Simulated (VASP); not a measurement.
Set up this calculation in VASP 6.6.1, as the native input.

- Task: single point
- Functional: PBEsol
- Potentials or basis: VASP PAW PBE potentials, release 64 (Rb_sv, Pd)
- Cutoff: 520 eV
- k mesh: 6 × 6 × 6
- Occupations: gaussian, width 0.05 eV
- Spin: no spin polarisation
- Dipole correction: no
- Further INCAR settings: ALGO = Normal; EDIFF = 1e-06; NBANDS = 21

The structure of Rb2Pd lies in POSCAR:

```
Rb2Pd
1.0
    0.0000000000      4.5836469142      3.5872019329
    3.7864909291      0.0000000000      3.5872019329
    3.7864909291      4.5836469142      0.0000000000
Rb Pd
2 1
Direct
    0.2500000000      0.2500000000      0.2500000000
    0.7500000000      0.7500000000      0.7500000000
    0.0000000000      0.0000000000      0.0000000000
```

This cell differs from its parent crystal: strain +e along x and -e along y -0.1000, strain +e along z and -e/2 along x and y -0.1000.

The input as run:

INCAR

```
PREC = Accurate ; ENCUT = 520
EDIFF = 1E-6 ; ISMEAR = 0
SIGMA = 0.05 ; LREAL = False
LASPH = True ; NELM = 100
ALGO = Normal ; ISIF = 2
LWAVE = False ; LCHARG = False
GGA = PS ; NBANDS = 21
```

KPOINTS

```
Automatic mesh
0
Gamma
  6 6 6
```

Potentials or basis: VASP PAW PBE potentials, release 64 (Rb_sv, Pd).

Run with:

```console
$ cat potpaw_PBE.64/Rb_sv/POTCAR potpaw_PBE.64/Pd/POTCAR > POTCAR
$ mpirun -np 1 vasp_std > vasp.out
```

It gave:

| Quantity | Value |
| --- | --- |
| Pressure | 0.0 GPa |

Caveat: the cell differs from its parent crystal (strain +e along x and -e along y -0.1000, strain +e along z and -e/2 along x and y -0.1000); the PAW data sets were made with another functional, which shifts forces and pressure a little.

It took 2.2 min on 1 thread of AMD EPYC 7R13 Processor (Zen 3) (shared host), peak memory 0.31 GiB.
